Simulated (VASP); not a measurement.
# Al16P15 (a cell with a defect) in VASP: a series of runs

The runs below take Al16P15 (a cell with a defect) through single point, with PBE.

Program: VASP 6.6.1. These are calculated values, not measurements. Logs are shortened: lines on timing, memory, paths and dates and some standing lists are left out, and cuts for length are marked.

### Step 1. The cell of the first run

The cell holds a defect, 31 atoms: a = 9.539 Å, b = 9.539 Å, c = 9.539 Å, α = 109.47°, β = 109.47°, γ = 109.47°.

### Step 2. Single point, PBE, collinear spin (atoms taken out, then relaxed in part)

File INCAR:

```
ALGO = Normal
EDIFF = 1E-6
ENCUT = 400
GGA = PE
GGA_COMPAT = F
ISIF = 2
ISMEAR = 0
ISPIN = 2
LASPH = T
LCHARG = F
LORBIT = 11
LREAL = Auto
LWAVE = F
MAGMOM = 0.25 0 0 0.25 0 0.25 0 0 0 0 0 0 0.25 0 0 0 0 0 0 0 0 0 0 0 0 0 0 0 0 0 0
NBANDS = 86
NELM = 200
PREC = Accurate
SIGMA = 0.01
```

File KPOINTS:

```
Automatic mesh
0
Gamma
  2 2 2
  0.5 0.5 0.5
```

File POSCAR:

```
Al16P15
1.0
   -5.5073398843      5.5073398843     -5.5073398843
    5.5073398843     -5.5073398843     -5.5073398843
   -5.5073398843     -5.5073398843      5.5073398843
Al P
16 15
Direct
    0.5000000000      0.2327801729      0.2500000000
    0.2477873802      0.2486109794      0.4986109794
    0.0008235992      0.2522126198      0.7508235992
    0.7327801729      0.0000000000      0.2500000000
    0.7486109794      0.2486109794     -0.0022126198
    0.5000000000      0.0000000000      0.4827801729
    0.2513890206      0.0000000000      0.7491764008
   -0.0008235992      0.7513890206      0.2500000000
    0.9991764008      1.0000000000      1.0013890206
    0.7486109794      0.7477873802      0.4986109794
    0.5000000000      0.7513890206      0.7491764008
    0.2513890206      0.4991764008      0.2500000000
    0.2672198271      0.7672198271      0.0172198271
    0.0008235992      0.5008235992      0.5022126198
    0.7522126198      0.5008235992      0.7508235992
    0.5000000000      0.4991764008      0.0013890206
    0.2527746180      0.0000000000      0.4972268817
    0.0000000000      0.0000000000      0.7500000000
    0.7472268817      0.7527746180      0.2500000000
    0.7472268817      0.0000000000      0.0027746180
    0.5000000000      0.7527746180      0.4972268817
    0.2527731183      0.7527731183      0.7555477363
    0.0000000000      0.5000000000      0.2500000000
    0.0055477363      0.7527731183      0.0027731183
    0.7472253820      0.4944522637      0.4972253820
    0.5000000000      0.5000000000      0.7500000000
    0.2527746180      0.2472268817      0.2500000000
    0.2527731183      0.5055477363      0.0027731183
   -0.0055477363      0.2472253820      0.4972253820
    0.7472253820      0.2472253820      0.7444522637
    0.5000000000      0.2472268817      0.0027746180
```

Potentials or basis: VASP PAW PBE potentials, release 64 (Al, P).

Command:

```
> cat potpaw_PBE.64/Al/POTCAR potpaw_PBE.64/P/POTCAR > POTCAR
> mpirun -np 1 vasp_std > vasp.out
```

OUTCAR:

```text
EDIFF = 1E-6
   ENCUT = 400
   GGA = PE
   ISIF = 2
   ISMEAR = 0
   ISPIN = 2
   LASPH = T
   LORBIT = 11
   LREAL = Auto
   NELM = 200
   PREC = Accurate

 ion  position               nearest neighbor table
   1  0.500  0.233  0.250-  25 2.41  27 2.41  31 2.41
   2  0.248  0.249  0.499-  17 2.38  27 2.38  26 2.40  29 2.41
   3  0.001  0.252  0.751-  29 2.38  30 2.38  18 2.40  28 2.41
   4  0.733  0.000  0.250-  29 2.41  20 2.41  19 2.41
   5  0.749  0.249  0.998-  20 2.38  31 2.38  23 2.40  30 2.41
   6  0.500  0.000  0.483-  30 2.41  21 2.41  17 2.41
   7  0.251  0.000  0.749-  31 2.38  22 2.38  18 2.40  17 2.41
   8  0.999  0.751  0.250-  17 2.38  24 2.38  23 2.40  19 2.41
   9  0.999  0.000  0.001-  27 2.38  24 2.38  18 2.40  20 2.41
  10  0.749  0.748  0.499-  19 2.38  21 2.38  18 2.40  25 2.41
  11  0.500  0.751  0.749-  20 2.38  22 2.38  26 2.40  21 2.41
  12  0.251  0.499  0.250-  21 2.38  28 2.38  23 2.40  27 2.41
  13  0.267  0.767  0.017-  22 2.41  24 2.41  28 2.41
  14  0.001  0.501  0.502-  25 2.38  29 2.38  23 2.40  22 2.41
  15  0.752  0.501  0.751-  25 2.38  30 2.38  26 2.40  24 2.41
  16  0.500  0.499  0.001-  19 2.38  28 2.38  26 2.40  31 2.41
  17  0.253  0.000  0.497-   2 2.38   8 2.38   6 2.41   7 2.41
  18  0.000  0.000  0.750-   3 2.40   7 2.40   9 2.40  10 2.40
  19  0.747  0.753  0.250-  10 2.38  16 2.38   4 2.41   8 2.41
[... 10 lines left out ...]
  30  0.747  0.247  0.744-   3 2.38  15 2.38   6 2.41   5 2.41
  31  0.500  0.247  0.003-   5 2.38   7 2.38   1 2.41  16 2.41

  LATTYP: Found a body centered cubic cell.
 ALAT       =    11.0146797686

  Lattice vectors:

 A1 = (  -5.5073398843,   5.5073398843,  -5.5073398843)
 A2 = (   5.5073398843,  -5.5073398843,  -5.5073398843)
 A3 = (  -5.5073398843,  -5.5073398843,   5.5073398843)

Analysis of symmetry for initial positions (statically):
=====================================================================
 Subroutine PRICEL returns:
 Original cell was already a primitive cell.

 Routine SETGRP: Setting up the symmetry group for a
 body centered cubic supercell.

 Subroutine GETGRP returns: Found 24 space group operations
 (whereof  2 operations were pure point group operations)
 out of a pool of 48 trial point group operations.

The static configuration has the point symmetry C_1h.
 The point group associated with its full space group is T_d .

Analysis of symmetry for dynamics (positions and initial velocities):
=====================================================================
 Subroutine PRICEL returns:
 Original cell was already a primitive cell.

 Routine SETGRP: Setting up the symmetry group for a
 body centered cubic supercell.

 Subroutine GETGRP returns: Found 24 space group operations
 (whereof  2 operations were pure point group operations)
[... 199 lines left out ...]

  energy without entropy =     -156.27962649  energy(sigma->0) =     -156.28059063

 E-fermi :   5.6385     XC(G=0):  -9.0125

 val. band max:        5.5336596645   @ k =  -0.2500   0.2500   0.2500
 cond. band min:       5.6415225731   @ k =  -0.2500   0.2500   0.2500
 fundamental gap:      0.1078629086
 Fermi energy:         5.6384768711

 spin component 1

 k-point     1 :       0.2500    0.2500    0.2500
  band No.  band energies     occupation
      1      -6.5800      1.00000
      2      -6.5800      1.00000
      3      -6.5800      1.00000
      4      -6.4028      1.00000
      5      -5.4024      1.00000
      6      -5.4024      1.00000
[... 141 lines left out ...]
     72       7.7804      0.00000
     73       7.7804      0.00000
 Fermi energy:         5.6384768711

 spin component 2

 k-point     1 :       0.2500    0.2500    0.2500
  band No.  band energies     occupation
      1      -6.5722      1.00000
      2      -6.5722      1.00000
      3      -6.5722      1.00000
      4      -6.3932      1.00000
      5      -5.3959      1.00000
      6      -5.3959      1.00000
[... 141 lines left out ...]
     72       7.7915      0.00000
     73       7.7915      0.00000
 [bands above 73 left out]

------------------------ aborting loop because EDIFF is reached ----------------------------------------

  FORCE on cell =-STRESS in cart. coord.  units (eV):
  Direction    XX          YY          ZZ          XY          YZ          ZX
  --------------------------------------------------------------------------------------
  -------------------------------------------------------------------------------------
  Total       -6.8473224     -6.8473224     -6.8473224     -0.0000000     -0.0000000      0.0000000
  in kB      -16.4189631    -16.4189631    -16.4189631     -0.0000000     -0.0000000      0.0000000
  external PRESSURE =     -16.4189631 kB  Pullay stress =       0.0000000 kB

 VOLUME and BASIS-vectors are now :
 -----------------------------------------------------------------------------
  energy-cutoff  :      400.00
  volume of cell :      668.17
      direct lattice vectors                 reciprocal lattice vectors
    -5.507339884  5.507339884 -5.507339884    -0.090787932  0.000000000 -0.090787932
     5.507339884 -5.507339884 -5.507339884     0.000000000 -0.090787932 -0.090787932
    -5.507339884 -5.507339884  5.507339884    -0.090787932 -0.090787932  0.000000000

 POSITION                                       TOTAL-FORCE (eV/Angst)
 -----------------------------------------------------------------------------------
     -2.84851      0.09484     -2.65883         0.004178     -0.004178     -0.004178
     -2.74148     -2.75056      0.01219        -0.000724     -0.000242     -0.000724
     -2.75056     -5.51953      2.74148        -0.000242      0.000724      0.000724
     -5.41250      2.65883     -2.65883        -0.004178      0.004178     -0.004178
     -8.24882     -2.74148      0.00311        -0.000724     -0.000724     -0.000242
     -5.41250      0.09484     -0.09484        -0.004178     -0.004178      0.004178
[... 23 lines left out ...]
     -6.85362     -1.34628     -1.37683        -0.000639     -0.000639      0.002378
     -1.40739      1.37683     -4.09995         0.000639     -0.002378     -0.000639
 -----------------------------------------------------------------------------------
    total drift:                               -0.000005     -0.000005     -0.000006

  FREE ENERGIE OF THE ION-ELECTRON SYSTEM (eV)
  ---------------------------------------------------
  free  energy   TOTEN  =      -156.2815547724 eV

  energy  without entropy=     -156.2796264934  energy(sigma->0) =     -156.28059063

 total charge

# of ion       s       p       d       tot
------------------------------------------
    1        0.412   0.324   0.000   0.736
    2        0.395   0.369   0.000   0.764
    3        0.395   0.369   0.000   0.764
    4        0.412   0.324   0.000   0.736
    5        0.395   0.369   0.000   0.764
    6        0.412   0.324   0.000   0.736
[... 23 lines left out ...]
   30        1.014   1.560   0.000   2.574
   31        1.014   1.560   0.000   2.574
--------------------------------------------------
tot         21.612  29.124   0.000  50.736

 magnetization (x)

# of ion       s       p       d       tot
------------------------------------------
    1        0.009   0.008   0.000   0.018
    2        0.001   0.001   0.000   0.002
    3        0.001   0.001   0.000   0.002
    4        0.009   0.008   0.000   0.018
    5        0.001   0.001   0.000   0.002
    6        0.009   0.008   0.000   0.018
[... 23 lines left out ...]
   30        0.001   0.001   0.000   0.002
   31        0.001   0.001   0.000   0.002
--------------------------------------------------
tot          0.075   0.055   0.000   0.131
```

OSZICAR:

```text
N       E                     dE             d eps       ncg     rms          rms(c)
DAV:   1     0.323373243277E+03    0.32337E+03   -0.39334E+04   688   0.943E+02
DAV:   2    -0.124682288510E+03   -0.44806E+03   -0.42626E+03   840   0.160E+02
DAV:   3    -0.160821664185E+03   -0.36139E+02   -0.35701E+02   832   0.451E+01
DAV:   4    -0.161719213971E+03   -0.89755E+00   -0.89308E+00   872   0.834E+00
DAV:   5    -0.161741427269E+03   -0.22213E-01   -0.22191E-01   880   0.134E+00    0.170E+01
DAV:   6    -0.156829517295E+03    0.49119E+01   -0.97513E+00   784   0.602E+00    0.108E+01
DAV:   7    -0.156290547842E+03    0.53897E+00   -0.36015E+00   840   0.376E+00    0.483E+00
DAV:   8    -0.156282059473E+03    0.84884E-02   -0.38180E-01   800   0.139E+00    0.105E+00
DAV:   9    -0.156279706349E+03    0.23531E-02   -0.21489E-02   816   0.416E-01    0.544E-01
DAV:  10    -0.156280317675E+03   -0.61133E-03   -0.56992E-03   800   0.165E-01    0.270E-01
DAV:  11    -0.156281397754E+03   -0.10801E-02   -0.20217E-03   752   0.117E-01    0.726E-02
DAV:  12    -0.156281537649E+03   -0.13990E-03   -0.30697E-04   872   0.469E-02    0.438E-02
DAV:  13    -0.156281541065E+03   -0.34160E-05   -0.17319E-05   832   0.117E-02    0.269E-02
DAV:  14    -0.156281554026E+03   -0.12962E-04   -0.22688E-05   736   0.130E-02    0.103E-02
DAV:  15    -0.156281554772E+03   -0.74588E-06   -0.32159E-06   728   0.558E-03
   1 F= -.15628155E+03 E0= -.15628059E+03  d E =-.192828E-02  mag=     0.5000
```

Wall time 3.2 min (1 thread of Intel Xeon 6975P-C (Granite Rapids), shared host); peak memory 0.76 GiB.

What came out:

```
Free energy                                           : -156.2816 eV
Pressure                                              : -1.6 GPa
Largest force                                         : 0.007 eV/Å
Net moment                                            : 0.50 μB per cell
Valence electrons inside the program's atomic spheres : Al 0.74, 0.76 (each value once); P 2.57, 2.58 (each value once)
```

Forces on the atoms (eV/Å):
```
Al   0.004 -0.004 -0.004
Al  -0.001  0.000 -0.001
Al   0.000  0.001  0.001
Al  -0.004  0.004 -0.004
Al  -0.001 -0.001  0.000
Al  -0.004 -0.004  0.004
Al   0.000 -0.001  0.001
Al  -0.001  0.001  0.000
Al   0.000  0.001 -0.001
Al   0.000 -0.001 -0.001
Al  -0.001  0.000  0.001
Al   0.001 -0.001  0.000
Al   0.004  0.004  0.004
Al   0.001  0.001  0.000
Al   0.001  0.000  0.001
Al   0.001  0.000 -0.001
P   -0.002 -0.001  0.001
P    0.000  0.000  0.000
P   -0.001  0.001 -0.002
P   -0.002  0.001 -0.001
P   -0.001 -0.002  0.001
P    0.001  0.001  0.002
P    0.000  0.000  0.000
P    0.001  0.002  0.001
P    0.002 -0.001 -0.001
P    0.000  0.000  0.000
P    0.001 -0.001 -0.002
P    0.002  0.001  0.001
P   -0.001  0.002 -0.001
P   -0.001 -0.001  0.002
P    0.001 -0.002 -0.001
```

Levels at points of the mesh, in eV from the Fermi level:
Spin up:
```
           k point  band 57  band 58  band 59  band 60  band 61  band 62  band 63  band 64  band 65  band 66
(0.25, 0.25, 0.25)    -1.94    -1.94    -1.94    -1.93    -1.93     0.33     0.33     0.33     1.30     1.30
```
Spin down:
| k point | band 58 | band 59 | band 60 | band 61 | band 62 | band 63 | band 64 | band 65 |
| --- | --- | --- | --- | --- | --- | --- | --- | --- |
| (0.25, 0.25, 0.25) | -1.93 | -1.93 | -1.92 | -1.92 | 0.45 | 0.45 | 0.45 | 1.32 |

Caveat: the k points lie up to 0.40 Å⁻¹ apart; the cell differs from its parent crystal (atoms taken out, then relaxed in part).

(Continued in part 2 of 2.)
